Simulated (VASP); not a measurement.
# BeTe (F-43m) in VASP: a series of runs, part 2 of 2

VASP 6.6.1. Earlier steps stand in the parts before.

### 4 Relaxation of cell and atoms, PBEsol

This run uses another cell than the first one, of 21.25 Å³/atom.

Contents of INCAR:

```
PREC = Accurate
ENCUT = 600
EDIFF = 1E-7
ISMEAR = 0
SIGMA = 0.02
LREAL = False
LASPH = True
NELM = 120
ALGO = Normal
ISIF = 3
LWAVE = False
LCHARG = False
GGA = PS
IBRION = 2
NSW = 100
EDIFFG = -0.002
GGA_COMPAT = False
NELMIN = 4
```

Contents of KPOINTS:

```
Automatic mesh
0
Gamma
  8 8 8
```

Contents of POSCAR:

```
BeTe
1.0
    0.0000000000      2.7700000000      2.7700000000
    2.7700000000      0.0000000000      2.7700000000
    2.7700000000      2.7700000000      0.0000000000
Be Te
1 1
Direct
    0.0000000000      0.0000000000      0.0000000000
    0.2500000000      0.2500000000      0.2500000000
```

Potentials or basis: VASP PAW PBE potentials, release 64 (Be, Te).

Run with:

```
$ cat potpaw_PBE.64/Be/POTCAR potpaw_PBE.64/Te/POTCAR > POTCAR
$ mpirun -np 1 vasp_std > vasp.out
```

OUTCAR:

```text
PREC = Accurate
   ENCUT = 600
   EDIFF = 1E-7
   ISMEAR = 0
   LREAL = False
   LASPH = True
   NELM = 120
   ISIF = 3
   GGA = PS
   IBRION = 2
   NSW = 100
   EDIFFG = -0.002
   NELMIN = 4

 ion  position               nearest neighbor table
   1  0.000  0.000  0.000-   2 2.40   2 2.40   2 2.40   2 2.40
   2  0.250  0.250  0.250-   1 2.40   1 2.40   1 2.40   1 2.40

  LATTYP: Found a face centered cubic cell.
 ALAT       =     5.5400000000

  Lattice vectors:

 A1 = (   0.0000000000,   2.7700000000,   2.7700000000)
 A2 = (   2.7700000000,   0.0000000000,   2.7700000000)
 A3 = (   2.7700000000,   2.7700000000,   0.0000000000)

Analysis of symmetry for initial positions (statically):
=====================================================================
 Subroutine PRICEL returns:
 Original cell was already a primitive cell.

 Routine SETGRP: Setting up the symmetry group for a
 face centered cubic supercell.

 Subroutine GETGRP returns: Found 24 space group operations
 (whereof 24 operations were pure point group operations)
 out of a pool of 48 trial point group operations.

The static configuration has the point symmetry T_d .

Analysis of symmetry for dynamics (positions and initial velocities):
=====================================================================
[... 169 lines left out ...]
  external PRESSURE =      25.3808978 kB  Pullay stress =       0.0000000 kB
[... 59 lines left out ...]
--------------------------------------- Ionic step        3  -------------------------------------------

 number of electron       8.0000000 magnetization

 Free energy of the ion-electron system (eV)
  ---------------------------------------------------
  ext. energy  EPLUGINS =         0.00000000
  ---------------------------------------------------
  free energy    TOTEN  =        -8.21593458 eV

  energy without entropy =       -8.21593458  energy(sigma->0) =       -8.21593458

 E-fermi :   5.2756     XC(G=0):  -9.2429

 val. band max:        5.1215736419   @ k =   0.0000   0.0000   0.0000
 cond. band min:       6.9494528284   @ k =   0.5000   0.5000   0.0000
 fundamental gap:      1.8278791865
 Fermi energy:         5.2755566158

 k-point     1 :       0.0000    0.0000    0.0000
  band No.  band energies     occupation
      1      -7.2808      2.00000
      2       5.1216      2.00000
      3       5.1216      2.00000
      4       5.1216      2.00000
      5       8.7120      0.00000
      6       8.7120      0.00000
      7       8.7120      0.00000
      8       8.9297      0.00000
[... 243 lines left out ...]
 k-point    24 :      -0.3750    0.2500    0.1250
  band No.  band energies     occupation
      1      -5.6595      2.00000
      2      -0.0874      2.00000
      3       2.1697      2.00000
      4       3.1730      2.00000
      5       9.2598      0.00000
      6       9.4712      0.00000
      7      11.8103      0.00000
      8      12.8708      0.00000

 [... further k-points ...]

------------------------ aborting loop because EDIFF is reached ----------------------------------------

  FORCE on cell =-STRESS in cart. coord.  units (eV):
  Direction    XX          YY          ZZ          XY          YZ          ZX
  --------------------------------------------------------------------------------------
  -------------------------------------------------------------------------------------
  Total        0.0009148      0.0009148      0.0009148      0.0000000      0.0000000      0.0000000
  in kB        0.0331659      0.0331659      0.0331659      0.0000000      0.0000000      0.0000000
  external PRESSURE =       0.0331659 kB  Pullay stress =       0.0000000 kB
[... 17 lines left out ...]
  FREE ENERGIE OF THE ION-ELECTRON SYSTEM (eV)
  ---------------------------------------------------
  free  energy   TOTEN  =        -8.2159345790 eV

  energy  without entropy=       -8.2159345790  energy(sigma->0) =       -8.21593458

 reached required accuracy - stopping structural energy minimisation
```

CONTCAR:

```text
BeTe
   1.00000000000000
    -0.0000000000000000    2.8061376139885192    2.8061376139885192
     2.8061376139885192    0.0000000000000000    2.8061376139885192
     2.8061376139885192    2.8061376139885192    0.0000000000000000
  Be              Te
     1     1
Direct
     0.0000000000000000    0.0000000000000000    0.0000000000000000
     0.2500000000000000    0.2500000000000000    0.2500000000000000

  0.00000000E+00  0.00000000E+00  0.00000000E+00
  0.00000000E+00  0.00000000E+00  0.00000000E+00
```

Run time: 55 s. Hardware: 1 thread of Intel Xeon 8259CL, shared host; peak memory 0.19 GiB.

Results:

```yaml
Free_energy: -8.2159 eV
Relaxed_volume: 22.10 Å³/atom
Relaxed_cell: a = 3.968 Å, b = 3.968 Å, c = 3.968 Å, α = 60.00°, β = 60.00°, γ = 60.00°
Space_group_after_relaxing_to_0.1_Å: F-43m (No. 216)
Energy_gained_by_relaxing: 6.5 meV/atom
Ionic_steps: 3
Pressure_after_relaxing: 0.0 GPa
Band_gap_on_the_k_mesh: 1.83 eV (least direct gap 3.59 eV)
```

Step by step:
| step | energy change (eV) | largest force (eV/Å) | pressure (GPa) | volume (Å³) |
| --- | --- | --- | --- | --- |
| 1 | 0.0000 | 0.0000 | 2.54 | 42.51 |
| 2 | -0.0122 | 0.0000 | -0.55 | 44.61 |
| 3 | -0.0129 | 0.0000 | 0.00 | 44.19 |

Final structure:
```
Be Te
1.0
     0.00000    2.80614    2.80614
     2.80614    0.00000    2.80614
     2.80614    2.80614    0.00000
Be Te
1 1
Direct
  0.00000 0.00000 0.00000
  0.25000 0.25000 0.25000
```

Caveat: the PAW data sets were made with another functional, which shifts forces and pressure a little; spin-orbit coupling is left out, which moves the levels of the heavy elements. As with any semilocal functional, this PBEsol gap is likely too small.
